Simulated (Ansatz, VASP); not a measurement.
# Two plane-wave programs on Si7Ge

INCAR

```
ALGO = Normal
EDIFF = 1E-6
ENCUT = 520
GGA = PS
ISIF = 2
ISMEAR = 0
LASPH = T
LCHARG = F
LREAL = F
LWAVE = F
NBANDS = 31
NELM = 60
PREC = Accurate
SIGMA = 0.03
```

The input KPOINTS:

```
k-points
0
Gamma
  8 8 8
```

POSCAR

```
Si7Ge
1.0
    5.0145434889      0.0000000000      0.0000000000
    0.0000000000      5.0145434889      0.0000000000
    0.0000000000      0.0000000000      5.4342607789
Si Ge
7 1
Direct
    0.2525986838      0.2525986838      0.2525986838
    0.0000000000      0.5000000000      0.5000000000
    0.5000000000      0.5000000000      0.0000000000
    0.5000000000      0.0000000000      0.5000000000
    0.7474013162      0.2525986838      0.7474013162
    0.7474013162      0.7474013162      0.2525986838
    0.2525986838      0.7474013162      0.7474013162
    0.0000000000      0.0000000000      0.0000000000
```

Input for Ansatz:

```yaml
crystal:
  lattice:
    - [5.0145434889, 0.0, 0.0]
    - [0.0, 5.0145434889, 0.0]
    - [0.0, 0.0, 5.4342607789]
  atoms:
    - { symbol: Si, position: [0.2525986838, 0.2525986838, 0.2525986838] }
    - { symbol: Si, position: [0.0, 0.5, 0.5] }
    - { symbol: Si, position: [0.5, 0.5, 0.0] }
    - { symbol: Si, position: [0.5, 0.0, 0.5] }
    - { symbol: Si, position: [0.7474013162, 0.2525986838, 0.7474013162] }
    - { symbol: Si, position: [0.7474013162, 0.7474013162, 0.2525986838] }
    - { symbol: Si, position: [0.2525986838, 0.7474013162, 0.7474013162] }
    - { symbol: Ge, position: [0.0, 0.0, 0.0] }
basis:
  ecutwfc: 420
kpoints:
  mp_grid: { grid: [8, 8, 8] }
hamiltonian:
  xc: pbesol
  pseudopotentials: { kind: paw, azcp: { folder: soft_1 } }
scf:
  occupations: { method: gaussian, width: 0.03 }
output:
  forces: true
  stress: true
  eigenvalues: true
```

Alike in both runs: task single point; functional PBEsol; k mesh 8 × 8 × 8; occupations gaussian, width 0.03 eV; no spin polarisation.

|  | VASP | Ansatz |
| --- | --- | --- |
| version | VASP 6.6.1 | Ansatz 0.2.0 |
| potentials or method | VASP PAW PBE potentials, release 64 (Si, Ge_d), cutoff 520 eV | scalar-relativistic, plane waves, PAW |
| valence electrons in the cell | 42 | 42 |

```tsv
	VASP	Ansatz	Ansatz less VASP
gap on the k mesh at the Fermi level (eV)	none	none	-
pressure (GPa)	22.4	22.3	-0.08
traceless stress, the component that is largest in VASP (GPa)	-5.11	-5.11	-0.007
rms of the force components (eV/Å)	0.021	0.021	+0.0007
```

VASP's potentials were made for PBE, not for PBEsol, and Ansatz warns of the same on its side. Atom by atom the forces differ by 0.005 eV/Å (rms over components). A gap of «none» marks a metal or a gap that the smearing closes.
